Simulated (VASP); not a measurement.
# Cd3O (P-3m1) in VASP: single point with PBE

Aim: the single point of Cd3O with PBE.

All numbers are computed with VASP 6.6.1; they aren't measurements. Logs are shortened: lines on timing, memory, paths and dates and some standing lists are left out, and cuts for length are marked.

## 1. The cell of the first run

It takes space group P-3m1 (No. 164, trigonal). Conventional cell: a = 3.356 Å, b = 3.356 Å, c = 15.140 Å, α = 90.00°, β = 90.00°, γ = 120.00°. Cd (site symmetry -3m) has 6 O at 2.39 Å within 3.2 Å. Cd (site symmetry 3m) has 3 O at 2.40 Å and 3 Cd at 3.07 Å within 3.2 Å. Cd (site symmetry -3m) has 12 Cd at 3.07 to 3.36 Å within 4.0 Å. Within 4.0 Å of Cd (site symmetry 3m) lie 12 Cd at 3.07 to 3.36 Å and 1 O at 3.79 Å. O (site symmetry 3m) has 6 Cd at 2.39 to 2.40 Å within 3.2 Å.

## 2. Single point, PBE

INCAR reads:

```
PREC     = Accurate       # precision mode
ENCUT    = 520            # plane-wave cutoff, eV
EDIFF    = 1E-6           # SCF threshold, eV
ISMEAR   = 0              # smearing method
SIGMA    = 0.1            # smearing width, eV
LREAL    = False          # projectors in reciprocal space
LASPH    = True           # aspherical terms in the spheres
NELM     = 80             # most SCF steps
ALGO     = Normal         # electronic algorithm
ISIF     = 2              # what is computed and relaxed
LWAVE    = False          # write WAVECAR
LCHARG   = False          # write CHGCAR
GGA      = PE             # functional
NBANDS   = 52             # bands
```

KPOINTS reads:

```
Automatic mesh
0
Gamma
  12 12 2
```

POSCAR reads:

```
Cd3O
1.0
    3.3556305970      0.0000000000      0.0000000000
   -1.6778152985      2.9060613427      0.0000000000
    0.0000000000      0.0000000000     15.1398723394
Cd O
6 2
Direct
    0.0000000000      0.0000000000      0.0000000000
    0.3333333333      0.6666666667      0.1852324426
    0.6666666667      0.3333333333      0.8147675574
    0.0000000000      0.0000000000      0.5000000000
    0.6666666667      0.3333333333      0.3425848871
    0.3333333333      0.6666666667      0.6574151129
    0.6666666667      0.3333333333      0.0919576571
    0.3333333333      0.6666666667      0.9080423429
```

Potentials or basis: VASP PAW PBE potentials, release 64 (Cd, O).

On the command line:

```bash
$ cat potpaw_PBE.64/Cd/POTCAR potpaw_PBE.64/O/POTCAR > POTCAR
$ mpirun -np 1 vasp_std > vasp.out
```

OUTCAR:

```text
PREC = Accurate
   ENCUT = 520
   EDIFF = 1E-6
   ISMEAR = 0
   LREAL = False
   LASPH = True
   NELM = 80
   ISIF = 2
   GGA = PE

 ion  position               nearest neighbor table
   1  0.000  0.000  0.000-   7 2.39   8 2.39   8 2.39   7 2.39   7 2.39   8 2.39   2 3.41   3 3.41
                             2 3.41   3 3.41   2 3.41   3 3.41
   2  0.333  0.667  0.185-   7 2.40   7 2.40   7 2.40   5 3.07   5 3.07   5 3.07   1 3.41   1 3.41
                             1 3.41
   3  0.667  0.333  0.815-   8 2.40   8 2.40   8 2.40   6 3.07   6 3.07   6 3.07   1 3.41   1 3.41
                             1 3.41
   4  0.000  0.000  0.500-   5 3.07   6 3.07   6 3.07   5 3.07   5 3.07   6 3.07
   5  0.667  0.333  0.343-   2 3.07   2 3.07   2 3.07   4 3.07   4 3.07   4 3.07
   6  0.333  0.667  0.657-   3 3.07   3 3.07   3 3.07   4 3.07   4 3.07   4 3.07
   7  0.667  0.333  0.092-   1 2.39   1 2.39   1 2.39   2 2.40   2 2.40   2 2.40
   8  0.333  0.667  0.908-   1 2.39   1 2.39   1 2.39   3 2.40   3 2.40   3 2.40

  LATTYP: Found a hexagonal cell.
 ALAT       =     3.3556305970
 C/A-ratio  =     4.5117815867

  Lattice vectors:

 A1 = (   3.3556305970,   0.0000000000,   0.0000000000)
 A2 = (  -1.6778152985,   2.9060613427,   0.0000000000)
 A3 = (   0.0000000000,   0.0000000000,  15.1398723394)

Analysis of symmetry for initial positions (statically):
=====================================================================
 Subroutine PRICEL returns:
 Original cell was already a primitive cell.

 Routine SETGRP: Setting up the symmetry group for a
 hexagonal supercell.

 Subroutine GETGRP returns: Found 12 space group operations
 (whereof 12 operations were pure point group operations)
 out of a pool of 24 trial point group operations.

The static configuration has the point symmetry D_3d.

Analysis of symmetry for dynamics (positions and initial velocities):
=====================================================================
 Subroutine PRICEL returns:
 Original cell was already a primitive cell.

 Routine SETGRP: Setting up the symmetry group for a
 hexagonal supercell.

 Subroutine GETGRP returns: Found 12 space group operations
 (whereof 12 operations were pure point group operations)
 out of a pool of 24 trial point group operations.

The dynamic configuration has the point symmetry D_3d.

[... 112 lines left out ...]
   EDIFFG = 0.1E-04   stopping-criterion for IOM
   NSW    =      0    number of steps for IOM
   IBRION =     -1    ionic relax: 0-MD 1-quasi-New 2-CG
   NFREE  =      0    steps in history (QN), initial steepest desc. (CG)
   ISIF   =      2    stress and relaxation
   ISYM   =      2    0-nonsym 1-usesym 2-fastsym
   POTIM  = 0.5000    time-step for ionic-motion
   TEBEG  =    0.0;   TEEND  =   0.0 temperature during run
   PSTRESS=    0.0 pullay stress
   NELECT =      84.0000    total number of electrons
   NUPDOWN=      -1.0000    fix difference up-down
   EMIN   =  10.00;   EMAX   =-10.00  energy-range for DOS
   EFERMI =   0.00;   METHOD = LEGACY
   ISMEAR =     0;   SIGMA  =   0.10  broadening in eV -4-tet -1-fermi 0-gaus
   EFERMI_NEDOS =   21; number of points for ismear=-14 and -15
   IALGO  =     38    algorithm
   IMIX   =      4    mixing-type and parameters
     AMIX     =   0.40;   BMIX     =  1.00
     AMIX_MAG =   1.60;   BMIX_MAG =  1.00
  volume/ion in A,a.u.               =      18.45       124.54
  Fermi-wavevector in a.u.,A,eV,Ry     =   1.356545  2.563498 25.037637  1.840214
  Thomas-Fermi vector in A             =   2.483539
   LORBIT       =      0    0 simple, 1 ext, 2 COOP (PROOUT), +10 PAW based schemes
   GGA     = PE    functional components
   LHFCALC =     F    Hartree Fock is set to
   AEXX    =    0.0000 exact exchange contribution
   IVDW    =     0    specifies the selected vdW correction
   LEPSILON=     F    determine dielectric tensor
   LRPA    =     F    only Hartree local field effects (RPA)
 non-spin polarized calculation
 Gauss-broadening in eV      SIGMA  =   0.10
  energy-cutoff  :      520.00
  volume of cell :      147.64
 maximum number of plane-waves:      4040
 NGX is ok and might be reduce to    28
   NGX = 13   NGY = 13   NGZ = 57

 number of electron      83.9999998 magnetization

 Free energy of the ion-electron system (eV)
  ---------------------------------------------------
  ext. energy  EPLUGINS =         0.00000000
  ---------------------------------------------------
  free energy    TOTEN  =       -18.13088915 eV

  energy without entropy =      -18.11479338  energy(sigma->0) =      -18.12284126

 E-fermi :   2.6989     XC(G=0): -10.9302

 val. band max:        2.6925245085   @ k =   0.3333   0.2500   0.5000
 cond. band min:       2.7047137555   @ k =   0.3333   0.3333   0.5000
 fundamental gap:      0.0121892470
 Fermi energy:         2.6988765490

 k-point     1 :       0.0000    0.0000    0.0000
  band No.  band energies     occupation
      1     -15.7697      2.00000
      2     -15.4270      2.00000
      3      -6.6549      2.00000
      4      -6.4755      2.00000
      5      -6.3943      2.00000
      6      -6.3943      2.00000
[... 1309 lines left out ...]
     51       9.0559      0.00000
     52       9.7278      0.00000

 [... further k-points ...]

------------------------ aborting loop because EDIFF is reached ----------------------------------------

  FORCE on cell =-STRESS in cart. coord.  units (eV):
  Direction    XX          YY          ZZ          XY          YZ          ZX
  --------------------------------------------------------------------------------------
  -------------------------------------------------------------------------------------
  Total        0.5163750      0.5163750      0.5800143      0.0000000     -0.0000000      0.0000000
  in kB        5.6036966      5.6036966      6.2943102      0.0000000     -0.0000000      0.0000000
  external PRESSURE =       5.8339012 kB  Pullay stress =       0.0000000 kB

 VOLUME and BASIS-vectors are now :
 -----------------------------------------------------------------------------
  energy-cutoff  :      520.00
  volume of cell :      147.64
      direct lattice vectors                 reciprocal lattice vectors
     3.355630597  0.000000000  0.000000000     0.298006581  0.172054180  0.000000000
    -1.677815299  2.906061343  0.000000000     0.000000000  0.344108359  0.000000000
     0.000000000  0.000000000 15.139872339     0.000000000  0.000000000  0.066050755

 POSITION                                       TOTAL-FORCE (eV/Angst)
 -----------------------------------------------------------------------------------
      0.00000      0.00000      0.00000         0.000000      0.000000      0.000000
     -0.00000      1.93737      2.80440         0.000000     -0.000000      0.055623
      1.67782      0.96869     12.33548        -0.000000      0.000000     -0.055623
      0.00000      0.00000      7.56994         0.000000      0.000000      0.000000
      1.67782      0.96869      5.18669         0.000000      0.000000     -0.000233
     -0.00000      1.93737      9.95318        -0.000000     -0.000000      0.000233
      1.67782      0.96869      1.39223        -0.000000      0.000000      0.004445
     -0.00000      1.93737     13.74765         0.000000     -0.000000     -0.004445
 -----------------------------------------------------------------------------------
    total drift:                                0.000000      0.000000      0.000000

  FREE ENERGIE OF THE ION-ELECTRON SYSTEM (eV)
  ---------------------------------------------------
  free  energy   TOTEN  =       -18.1308891485 eV

  energy  without entropy=      -18.1147933776  energy(sigma->0) =      -18.12284126
```

OSZICAR:

```text
N       E                     dE             d eps       ncg     rms          rms(c)
DAV:   1     0.754497315682E+03    0.75450E+03   -0.45346E+04  3976   0.164E+03
DAV:   2     0.220885846509E+02   -0.73241E+03   -0.70305E+03  4136   0.445E+02
DAV:   3    -0.224522337386E+02   -0.44541E+02   -0.44049E+02  4504   0.112E+02
DAV:   4    -0.229918738552E+02   -0.53964E+00   -0.53780E+00  4328   0.113E+01
DAV:   5    -0.229944133836E+02   -0.25395E-02   -0.25393E-02  4320   0.697E-01    0.156E+01
DAV:   6    -0.185772953918E+02    0.44171E+01   -0.28238E+01  5728   0.451E+01    0.118E+01
DAV:   7    -0.181875381919E+02    0.38976E+00   -0.73514E+00  4476   0.148E+01    0.833E+00
DAV:   8    -0.181530941984E+02    0.34444E-01   -0.92601E-01  4396   0.938E+00    0.297E+00
DAV:   9    -0.181372769929E+02    0.15817E-01   -0.94150E-02  4304   0.328E+00    0.839E-01
DAV:  10    -0.181312429165E+02    0.60341E-02   -0.25165E-02  4336   0.152E+00    0.319E-01
DAV:  11    -0.181308373703E+02    0.40555E-03   -0.57379E-03  4428   0.614E-01    0.156E-01
DAV:  12    -0.181309012746E+02   -0.63904E-04   -0.68207E-04  4236   0.263E-01    0.106E-01
DAV:  13    -0.181308974355E+02    0.38390E-05   -0.20612E-04  4348   0.146E-01    0.250E-02
DAV:  14    -0.181308883588E+02    0.90767E-05   -0.45642E-05  4340   0.843E-02    0.205E-02
DAV:  15    -0.181308891485E+02   -0.78964E-06   -0.55042E-06  4224   0.179E-02
   1 F= -.18130889E+02 E0= -.18122841E+02  d E =-.160958E-01
```

stdout:

```text
POSCAR found type information on POSCAR CdO
 POSCAR found :  2 types and       8 ions
 scaLAPACK will be used
 LDA part: xc-table for (Slater+PW92), standard interpolation
 POSCAR, INCAR and KPOINTS ok, starting setup
 FFT: planning ... GRIDC
 FFT: planning ... GRID_SOFT
 FFT: planning ... GRID
 WAVECAR not read
 entering main loop
```

Run time: 5 min. Hardware: 1 thread of Intel Xeon Platinum 8259CL at 2.50GHz (Skylake/Cascade Lake), shared host; peak memory 0.42 GiB.

What came out:

* Free energy: -18.1309 eV
* Pressure: 0.6 GPa
* Largest force: 0.056 eV/Å
* Band gap on the k mesh: zero (bands 42 and 43 overlap by 1.89 eV)

Forces in eV/Å, atoms in the order of the input:
```
Cd   0.000  0.000  0.000
Cd   0.000  0.000  0.056
Cd   0.000  0.000 -0.056
Cd   0.000  0.000  0.000
Cd   0.000  0.000  0.000
Cd   0.000  0.000  0.000
O    0.000  0.000  0.004
O    0.000  0.000 -0.004
```

Levels at points of the mesh, in eV from the Fermi level:
```csv
k point,band 40,band 41,band 42,band 43,band 44,band 45
"(0.00, 0.00, 0.00)",-2.01,-1.89,-1.89,-1.18,1.46,2.38
"(0.50, 0.00, 0.00)",-2.14,-1.67,-1.44,-0.31,0.65,1.87
"(0.00, 0.00, 0.50)",-2.46,-1.89,-1.89,-0.06,0.33,3.41
"(0.50, 0.00, 0.50)",-2.14,-1.59,-1.49,-0.19,0.33,2.05
```
